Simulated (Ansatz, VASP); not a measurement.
## One calculation of MgO, two programs

INCAR

```
SYSTEM = MgO
ALGO = Normal ; EDIFF = 1E-6
EDIFFG = -0.005 ; ENCUT = 600
GGA = PE ; IBRION = 2
ISIF = 3 ; ISMEAR = -1
LASPH = .True. ; LCHARG = .False.
LREAL = .False. ; LWAVE = .False.
NELM = 80 ; NSW = 60
PREC = Accurate ; SIGMA = 0.08
```

KPOINTS

```
k-points
0
Gamma
  15 15 15
  0 0 0
```

File POSCAR:

```
MgO
1.0
    2.7810396356      0.0000000000      0.0000000000
    0.0000000000      2.7810396356      0.0000000000
    0.0000000000      0.0000000000      2.7810396356
Mg O
1 1
Direct
    0.0000000000      0.0000000000      0.0000000000
    0.5000000000      0.5000000000      0.5000000000
```

Input for Ansatz:

```yaml
crystal:
  lattice:
    - [2.7810396356, 0.0, 0.0]
    - [0.0, 2.7810396356, 0.0]
    - [0.0, 0.0, 2.7810396356]
  atoms:
    - { symbol: Mg, position: [0.0, 0.0, 0.0] }
    - { symbol: O, position: [0.5, 0.5, 0.5] }
kpoints:
  mp_grid: { grid: [15, 15, 15] }
scf:
  occupations: { method: fermi_dirac, width: 0.08 }
hamiltonian:
  xc: pbe
  pseudopotentials: { kind: paw }
output:
  forces: true
  stress: true
relax:
  f_tol: 0.005
  max_steps: 40
  cell: {}
```

Alike in both runs: task relaxation of cell and atoms; functional PBE; k mesh 15 × 15 × 15; occupations fermi-dirac, width 0.08 eV; no spin polarisation.

|  | VASP | Ansatz |
| --- | --- | --- |
| version | VASP 6.6.1 | Ansatz 0.2.0 |
| potentials or method | VASP PAW PBE potentials, release 64 (Mg, O) | PAW with Ansatz's default frozen-core files, scalar-relativistic |
| plane-wave cutoff (eV) | 600 | 420 |
| valence electrons in the cell | 8 | 16 |

Ansatz gave:

| Property | Result |
| --- | --- |
| relaxed volume (Å³/atom) | 9.41 |
| relaxed cell length with the largest relative difference (Å) | 2.660 |

Question: What did VASP give for the same quantities?

Answer: Relaxed volume (Å³/atom): 9.34; relaxed cell length with the largest relative difference (Å): 2.653.

VASP's potentials hold 8 valence electrons a cell and Ansatz's 16, so a difference there can come from the potentials and not from the codes.
